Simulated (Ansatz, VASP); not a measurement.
## LiF in VASP and in Ansatz

Contents of INCAR:

```
SYSTEM = LiF
PREC     = Accurate       ! precision mode
ENCUT    = 520            ! plane-wave cutoff, eV
EDIFF    = 1E-7           ! SCF threshold, eV
ISMEAR   = 0              ! smearing method
SIGMA    = 0.01           ! smearing width, eV
LREAL    = .FALSE.        ! projectors in reciprocal space
LASPH    = .TRUE.         ! aspherical terms in the spheres
NELM     = 80             ! most SCF steps
ALGO     = Normal         ! electronic algorithm
ISIF     = 2              ! what is computed and relaxed
LWAVE    = .FALSE.        ! write WAVECAR
LCHARG   = .FALSE.        ! write CHGCAR
GGA      = PS             ! functional
NBANDS   = 18             ! bands
```

KPOINTS

```
Automatic mesh
0
G
  6 6 4
  0 0 0
```

POSCAR

```
LiF
1.0
    3.0609400000      0.0000000000      0.0000000000
   -1.5304700000      2.6508520000      0.0000000000
    0.0000000000      0.0000000000      4.8073250000
Li F
2 2
Direct
    0.3333333333      0.6666666667      0.3811540000
    0.6666666667      0.3333333333      0.8811540000
    0.3333333333      0.6666666667      0.9938440000
    0.6666666667      0.3333333333      0.4938440000
```

Input for Ansatz:

```yaml
crystal:
  lattice:
    - [3.06094, 0.0, 0.0]
    - [-1.53047, 2.650852, 0.0]
    - [0.0, 0.0, 4.807325]
  atoms:
    - { symbol: Li, position: [0.33333333333333326, 0.6666666666666666, 0.381154] }
    - { symbol: Li, position: [0.6666666666666666, 0.3333333333333333, 0.881154] }
    - { symbol: F, position: [0.33333333333333326, 0.6666666666666666, 0.993844] }
    - { symbol: F, position: [0.6666666666666666, 0.3333333333333333, 0.493844] }
basis:
  ecutwfc: 510.0
kpoints:
  mp_grid:
    grid: [6, 6, 4]
hamiltonian:
  xc: pbesol
scf:
  occupations:
    method: fixed
output:
  polarization: {}
```

Alike in both runs: task single point; functional PBEsol; k mesh 6 × 6 × 4; no spin polarisation.

|  | VASP | Ansatz |
| --- | --- | --- |
| version | VASP 6.6.1 | Ansatz 0.2.0 |
| potentials or method | VASP PAW PBE potentials, release 64 (Li_sv, F), cutoff 520 eV | plane waves, PAW |
| occupations | gaussian, width 0.01 eV | fixed |
| valence electrons in the cell | 20 | 20 |

```csv
,VASP,Ansatz,Ansatz less VASP
gap on the k mesh at the Fermi level (eV),7.74,7.75,+0.012
```

VASP's potentials were made for PBE, not for PBEsol.

Noted on VASP's run: the cutoff is short for stress, so the pressure is rough.
